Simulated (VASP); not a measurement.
# C (Fd-3m) in VASP: a series of runs

The runs below take C through elastic constants, with LDA.

Everything below comes from runs of VASP 6.6.1. Logs are shortened: lines on timing, memory, paths and dates and some standing lists are left out, and cuts for length are marked.

### Step 1. The cell of the first run

It takes space group Fd-3m (No. 227, cubic). The conventional cell has a = 3.454 Å, b = 3.454 Å, c = 3.454 Å, α = 90.00°, β = 90.00°, γ = 90.00°. Within 2.0 Å of C (site symmetry -43m) lie 4 C at 1.50 Å.

### Step 2. Elastic constants, LDA

Input file INCAR:

```
SYSTEM = C
  PREC = Accurate
  ENCUT = 600
  EDIFF = 1E-8
  ISMEAR = 0
  SIGMA = 0.01
  LREAL = .False.
  LASPH = .True.
  NELM = 80
  ALGO = Normal
  ISIF = 3
  LWAVE = .False.
  LCHARG = .False.
  GGA = CA
  NBANDS = 11
  IBRION = 6
  NFREE = 2
  POTIM = 0.015
  NSW = 1
```

Input file KPOINTS:

```
Automatic mesh
0
Gamma
  12 12 12
  0 0 0
```

Input file POSCAR:

```
C
1.0
    0.0000000000      1.7272103675      1.7272103675
    1.7272103675      0.0000000000      1.7272103675
    1.7272103675      1.7272103675      0.0000000000
C
2
Direct
    0.5000000000      0.5000000000      0.5000000000
    0.7500000000      0.7500000000      0.7500000000
```

Potentials or basis: VASP PAW LDA potentials, release 64 (C).

Command:

```sh
$ cat potpaw_LDA.64/C/POTCAR > POTCAR
$ mpirun -np 1 vasp_std > vasp.out
```

OUTCAR:

```text
SYSTEM = C
   PREC = Accurate
   ENCUT = 600
   EDIFF = 1E-8
   ISMEAR = 0
   LREAL = .False.
   LASPH = .True.
   NELM = 80
   ISIF = 3
   GGA = CA
   IBRION = 6
   NFREE = 2
   POTIM = 0.015
   NSW = 1

 ion  position               nearest neighbor table
   1  0.500  0.500  0.500-   2 1.50   2 1.50   2 1.50   2 1.50
   2  0.750  0.750  0.750-   1 1.50   1 1.50   1 1.50   1 1.50

  LATTYP: Found a face centered cubic cell.
 ALAT       =     3.4544207350

  Lattice vectors:

 A1 = (   0.0000000000,   1.7272103675,   1.7272103675)
 A2 = (   1.7272103675,   0.0000000000,   1.7272103675)
 A3 = (   1.7272103675,   1.7272103675,   0.0000000000)

Analysis of symmetry for initial positions (statically):
=====================================================================
 Subroutine PRICEL returns:
 Original cell was already a primitive cell.

 Routine SETGRP: Setting up the symmetry group for a
 face centered cubic supercell.

 Subroutine GETGRP returns: Found 48 space group operations
 (whereof 24 operations were pure point group operations)
 out of a pool of 48 trial point group operations.

The static configuration has the point symmetry T_d .
 The point group associated with its full space group is O_h .

Analysis of symmetry for dynamics (positions and initial velocities):
=====================================================================
 Subroutine PRICEL returns:
 Original cell was already a primitive cell.

 Routine SETGRP: Setting up the symmetry group for a
 face centered cubic supercell.

 Subroutine GETGRP returns: Found 48 space group operations
 (whereof 24 operations were pure point group operations)
 out of a pool of 48 trial point group operations.

The dynamic configuration has the point symmetry T_d .
 The point group associated with its full space group is O_h .

 Subroutine INISYM returns: Found 48 space group operations
 (whereof 24 operations are pure point group operations),
 and found     1 'primitive' translations

[... 665 lines left out ...]
  band No.  band energies     occupation
      1      -4.7031      2.00000
      2      -2.2417      2.00000
      3       5.2708      2.00000
      4       7.2884      2.00000
      5      19.0357      0.00000
      6      21.8617      0.00000
      7      23.7601      0.00000
      8      27.4803      0.00000
      9      31.6720      0.00000
     10      36.4722      0.00000
     11      37.2639      0.00000

 [... further k-points ...]
[... 5 lines left out ...]
  --------------------------------------------------------------------------------------
  -------------------------------------------------------------------------------------
  Total        2.3233955      2.3299022      2.3299022      0.0000000     -0.1255550      0.0000000
  in kB      361.2168601    362.2284585    362.2284585      0.0000000    -19.5199623      0.0000000
  external PRESSURE =     361.8912590 kB  Pullay stress =       0.0000000 kB
[... 17 lines left out ...]
  FREE ENERGIE OF THE ION-ELECTRON SYSTEM (eV)
  ---------------------------------------------------
  free  energy   TOTEN  =       -20.1651857104 eV

  energy  without entropy=      -20.1651857104  energy(sigma->0) =      -20.16518571

 INTERNAL STRAIN TENSORS FROM STRAINED CELLS
 ============================================

 INTERNAL STRAIN TENSOR FOR ION    1 for displacements in x,y,z  (eV/Angst):
          X           Y           Z          XY          YZ          ZX
  --------------------------------------------------------------------------------
  x     0.00000    -0.00000     0.00000     0.00000     8.37095    -0.00000
  y     0.00000    -0.00000    -0.00000     0.00000    -0.00000     8.37128
  z     0.00000     0.00000    -0.00000     8.37278     0.00000     0.00000

 INTERNAL STRAIN TENSORS FROM DISPLACED ATOMS
 ============================================

 INTERNAL STRAIN TENSOR FOR ION    1 for displacements in x,y,z  (eV/Angst):
          X           Y           Z          XY          YZ          ZX
  --------------------------------------------------------------------------------
  x    -0.00000    -0.00000    -0.00000     0.00000     8.37161     0.00000
  y     0.00000    -0.00000     0.00000     0.00000     0.00000     8.37161
  z    -0.00000    -0.00000    -0.00000     8.37161     0.00000     0.00000

 INTERNAL STRAIN TENSOR FOR ION    2 for displacements in x,y,z  (eV/Angst):
          X           Y           Z          XY          YZ          ZX
  --------------------------------------------------------------------------------
  x     0.00000     0.00000     0.00000     0.00000    -8.37161     0.00000
  y    -0.00000     0.00000    -0.00000     0.00000     0.00000    -8.37161
  z     0.00000     0.00000     0.00000    -8.37161     0.00000     0.00000

 Eigenvectors and eigenvalues of the dynamical matrix
 ----------------------------------------------------

   1 f  =   42.478872 THz   266.902625 2PiTHz 1416.942654 cm-1   175.678420 meV
             X         Y         Z           dx          dy          dz
      1.727210  1.727210  1.727210     0.000000   -0.707107    0.000000
      2.590816  2.590816  2.590816     0.000000    0.707107    0.000000
[... 21 lines left out ...]
   6 f  =    0.000000 THz     0.000000 2PiTHz    0.000000 cm-1     0.000000 meV
             X         Y         Z           dx          dy          dz
      1.727210  1.727210  1.727210     0.000000    0.000000    0.707107
      2.590816  2.590816  2.590816     0.000000    0.000000    0.707107

--------------------------------------------------------------------------------------------------------

 ELASTIC MODULI CONTR FROM IONIC RELAXATION (kBar)
 Direction    XX          YY          ZZ          XY          YZ          ZX
 --------------------------------------------------------------------------------
 XX          -0.0000     -0.0000     -0.0000      0.0000      0.0000     -0.0000
 YY          -0.0000     -0.0000     -0.0000      0.0000      0.0000      0.0000
 ZZ          -0.0000     -0.0000     -0.0000      0.0000      0.0000     -0.0000
 XY           0.0000      0.0000      0.0000   -245.7361      0.0000      0.0000
 YZ           0.0000      0.0000      0.0000      0.0000   -245.7361      0.0000
 ZX          -0.0000      0.0000     -0.0000      0.0000      0.0000   -245.7361
 --------------------------------------------------------------------------------

 TOTAL ELASTIC MODULI (kBar)
 Direction    XX          YY          ZZ          XY          YZ          ZX
 --------------------------------------------------------------------------------
 XX       12353.9494   2145.2105   2145.2105      0.0000     -0.0000      0.0000
 YY        2145.2105  12353.9494   2145.2105     -0.0000      0.0000      0.0000
 ZZ        2145.2105   2145.2105  12353.9494      0.0000      0.0000      0.0000
 XY           0.0000     -0.0000      0.0000   6828.9995      0.0000      0.0000
 YZ          -0.0000      0.0000      0.0000      0.0000   6828.9995     -0.0000
 ZX           0.0000      0.0000      0.0000      0.0000     -0.0000   6828.9995
 --------------------------------------------------------------------------------
```

It took 5.6 min on 1 thread of Intel Xeon 8259CL, shared host; peak memory 0.21 GiB.

What came out:

```yaml
Elastic_constants_C11_C12_C44: 1235, 215, 683 GPa
Voigt_bulk_modulus: 555 GPa
Highest_phonon_frequency_at_Γ: 1417 cm⁻¹
```

Phonon frequencies in cm⁻¹ (negative: imaginary):
| q point | frequencies |
| --- | --- |
| (0.000, 0.000, 0.000) | 0 0 0 1417 1417 1417 |

Elastic tensor in Voigt notation (GPa, in the Cartesian axes of the cell as first typed):
```
1235  215  215    0    0    0
 215 1235  215    0    0    0
 215  215 1235    0    0    0
   0    0    0  683    0    0
   0    0    0    0  683    0
   0    0    0    0    0  683
```

Clamped-ion elastic tensor (GPa):
```
1235  215  215    0    0    0
 215 1235  215    0    0    0
 215  215 1235    0    0    0
   0    0    0  707    0    0
   0    0    0    0  707    0
   0    0    0    0    0  707
```

Caveat: the cell is under stress, which shifts elastic constants.

### Step 3. Elastic constants, LDA

This run uses another cell than the first one, of 5.31 Å³/atom.

Input file INCAR:

```
PREC = Accurate
ENCUT = 600
EDIFF = 1E-8
ISMEAR = 0
SIGMA = 0.01
LREAL = False
LASPH = True
NELM = 100
ALGO = Normal
ISIF = 3
LWAVE = False
LCHARG = True
IBRION = 6
NFREE = 2
POTIM = 0.015
NSW = 1
```

Input file KPOINTS:

```
Automatic mesh
0
Gamma
  12 12 12
```

Input file POSCAR:

```
C
1.0
    0.0000000000      1.7447528145      1.7447528145
    1.7447528145      0.0000000000      1.7447528145
    1.7447528145      1.7447528145      0.0000000000
C
2
Direct
    0.5000000000      0.5000000000      0.5000000000
    0.7500000000      0.7500000000      0.7500000000
```

Potentials or basis: VASP PAW LDA potentials, release 64 (C).

Command:

```sh
$ cat potpaw_LDA.64/C/POTCAR > POTCAR
$ mpirun -np 1 vasp_std > vasp.out
```

OUTCAR:

```text
PREC = Accurate
   ENCUT = 600
   EDIFF = 1E-8
   ISMEAR = 0
   LREAL = False
   LASPH = True
   NELM = 100
   ISIF = 3
   IBRION = 6
   NFREE = 2
   POTIM = 0.015
   NSW = 1

 ion  position               nearest neighbor table
   1  0.500  0.500  0.500-   2 1.51   2 1.51   2 1.51   2 1.51
   2  0.750  0.750  0.750-   1 1.51   1 1.51   1 1.51   1 1.51

  LATTYP: Found a face centered cubic cell.
 ALAT       =     3.4895056290

  Lattice vectors:

 A1 = (   0.0000000000,   1.7447528145,   1.7447528145)
 A2 = (   1.7447528145,   0.0000000000,   1.7447528145)
 A3 = (   1.7447528145,   1.7447528145,   0.0000000000)

Analysis of symmetry for initial positions (statically):
=====================================================================
[... 688 lines left out ...]
  x    -0.00000    -0.00000    -0.00000     0.00000     6.47271     0.00000
  y     0.00000     0.00000     0.00000     0.00000     0.00000     6.47271
  z    -0.00000    -0.00000    -0.00000     6.47271     0.00000     0.00000

 INTERNAL STRAIN TENSOR FOR ION    2 for displacements in x,y,z  (eV/Angst):
          X           Y           Z          XY          YZ          ZX
  --------------------------------------------------------------------------------
  x     0.00000     0.00000     0.00000     0.00000    -6.47271     0.00000
  y    -0.00000    -0.00000    -0.00000     0.00000     0.00000    -6.47271
  z     0.00000     0.00000     0.00000    -6.47271     0.00000     0.00000

 Eigenvectors and eigenvalues of the dynamical matrix
 ----------------------------------------------------

   1 f  =   41.220899 THz   258.998548 2PiTHz 1374.981194 cm-1   170.475864 meV
             X         Y         Z           dx          dy          dz
      1.744753  1.744753  1.744753     0.000000   -0.707107    0.000000
      2.617129  2.617129  2.617129     0.000000    0.707107    0.000000
[... 21 lines left out ...]
   6 f  =    0.000000 THz     0.000000 2PiTHz    0.000000 cm-1     0.000000 meV
             X         Y         Z           dx          dy          dz
      1.744753  1.744753  1.744753     0.000000    0.000000    0.707107
      2.617129  2.617129  2.617129     0.000000    0.000000    0.707107

--------------------------------------------------------------------------------------------------------

 ELASTIC MODULI CONTR FROM IONIC RELAXATION (kBar)
 Direction    XX          YY          ZZ          XY          YZ          ZX
 --------------------------------------------------------------------------------
 XX          -0.0000     -0.0000     -0.0000      0.0000      0.0000     -0.0000
 YY          -0.0000     -0.0000     -0.0000      0.0000      0.0000     -0.0000
 ZZ          -0.0000     -0.0000     -0.0000      0.0000      0.0000     -0.0000
 XY           0.0000      0.0000      0.0000   -151.3454      0.0000      0.0000
 YZ           0.0000      0.0000      0.0000      0.0000   -151.3454      0.0000
 ZX          -0.0000     -0.0000     -0.0000      0.0000      0.0000   -151.3454
 --------------------------------------------------------------------------------

 TOTAL ELASTIC MODULI (kBar)
 Direction    XX          YY          ZZ          XY          YZ          ZX
 --------------------------------------------------------------------------------
 XX       11735.9833   1834.2128   1834.2128      0.0000      0.0000      0.0000
 YY        1834.2128  11735.9833   1834.2128     -0.0000      0.0000      0.0000
 ZZ        1834.2128   1834.2128  11735.9833      0.0000      0.0000     -0.0000
 XY           0.0000     -0.0000      0.0000   6421.1234     -0.0000      0.0000
 YZ           0.0000      0.0000      0.0000     -0.0000   6421.1234     -0.0000
 ZX           0.0000      0.0000     -0.0000      0.0000     -0.0000   6421.1234
 --------------------------------------------------------------------------------
```

stdout:

```text
POSCAR found type information on POSCAR C
 POSCAR found :  1 types and       2 ions
 scaLAPACK will be used
 LDA part: xc-table for (Slater(with rela. corr.)+CA(PZ))
 , standard interpolation
 POSCAR, INCAR and KPOINTS ok, starting setup
 FFT: planning ... GRIDC
 FFT: planning ... GRID_SOFT
 FFT: planning ... GRID
 WAVECAR not read
 entering main loop
 Found     1 degrees of freedom:
 Adding 6 more for cell shape distortion
 Finite differences POTIM= 0.01500 DOF=   7
 bond charge predicted
 Finite differences progress:
 bond charge predicted
 Finite differences progress:
 bond charge predicted
 Finite differences progress:
 bond charge predicted
 Finite differences progress:
 bond charge predicted
 Finite differences progress:
 bond charge predicted
 Finite differences progress:
 bond charge predicted
 Finite differences progress:
 bond charge predicted
 Finite differences progress:
 bond charge predicted
 Finite differences progress:
 bond charge predicted
 Finite differences progress:
 bond charge predicted
 Finite differences progress:
 bond charge predicted
 Finite differences progress:
 bond charge predicted
 Finite differences progress:
 bond charge predicted
 Finite differences progress:
```

It took 4.2 min on 1 thread of Intel Xeon 8259CL, shared host; peak memory 0.19 GiB.

What came out:

```yaml
Elastic_constants_C11_C12_C44: 1174, 183, 642 GPa
Voigt_bulk_modulus: 513 GPa
Highest_phonon_frequency_at_Γ: 1375 cm⁻¹
```

Phonon frequencies in cm⁻¹ (negative: imaginary):
| q point | frequencies |
| --- | --- |
| (0.000, 0.000, 0.000) | 0 0 0 1375 1375 1375 |

Elastic tensor in Voigt notation (GPa, in the Cartesian axes of the cell as first typed):
```
1174  183  183    0    0    0
 183 1174  183    0    0    0
 183  183 1174    0    0    0
   0    0    0  642    0    0
   0    0    0    0  642    0
   0    0    0    0    0  642
```

Clamped-ion elastic tensor (GPa):
```
1174  183  183    0    0    0
 183 1174  183    0    0    0
 183  183 1174    0    0    0
   0    0    0  657    0    0
   0    0    0    0  657    0
   0    0    0    0    0  657
```

Caveat: the cell is under stress, which shifts elastic constants.
